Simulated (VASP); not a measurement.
Wanted: the native input for a VASP 6.6.1 run.

* Task: single point
* Functional: PBE
* Potentials or basis: VASP PAW PBE potentials, release 64 (Nb_sv, Si, O)
* Cutoff: 600 eV
* k mesh: 4 × 4 × 4
* Occupations: gaussian, width 0.15 eV
* Spin: no spin polarisation
* Dipole correction: no
* Further INCAR settings: ALGO = Normal; EDIFF = 1e-06; NBANDS = 33

The structure of Nb2SiO3 lies in POSCAR:

```
Nb2SiO3
1.0
   -2.2065995109      2.2065995109      4.0957048037
    2.2065995109     -2.2065995109      4.0957048037
    2.2065995109      2.2065995109     -4.0957048037
Nb Si O
2 1 3
Direct
    0.4189567527      0.9189567527      0.5000000000
    0.9189567527      0.4189567527      0.5000000000
    0.5740877072      0.5740877072      0.0000000000
    0.9141790571      0.9141790571      0.0000000000
    0.6877686652      0.1877686652      0.5000000000
    0.1877686652      0.6877686652      0.5000000000
```

The cell was built from a structure type or drawn by symmetry, and may not be a known phase.

One way to write it, as run:

INCAR

```
  PREC = Accurate
  ENCUT = 600
  EDIFF = 1E-6
  ISMEAR = 0
  SIGMA = 0.15
  LREAL = F
  LASPH = T
  NELM = 120
  ALGO = Normal
  ISIF = 2
  LWAVE = F
  LCHARG = F
  GGA = PE
  NBANDS = 33
  GGA_COMPAT = F
```

KPOINTS

```
regular mesh
0
Gamma
  4 4 4
```

Potentials or basis: VASP PAW PBE potentials, release 64 (Nb_sv, Si, O).

Launch:

```bash
$ cat potpaw_PBE.64/Nb_sv/POTCAR potpaw_PBE.64/Si/POTCAR potpaw_PBE.64/O/POTCAR > POTCAR
$ mpirun -np 1 vasp_std > vasp.out
```

Results of the run:

The pressure is -0.4 GPa and the largest force is 0.011 eV/Å. The band gap on the k mesh is zero (bands 24 and 25 overlap by 1.55 eV).

Caveat: the k points lie up to 0.40 Å⁻¹ apart, too coarse for converged energies and pressures of a metal.

It took 110 s on 1 thread of Intel Xeon 8259CL, on a shared host, peak memory 0.27 GiB.
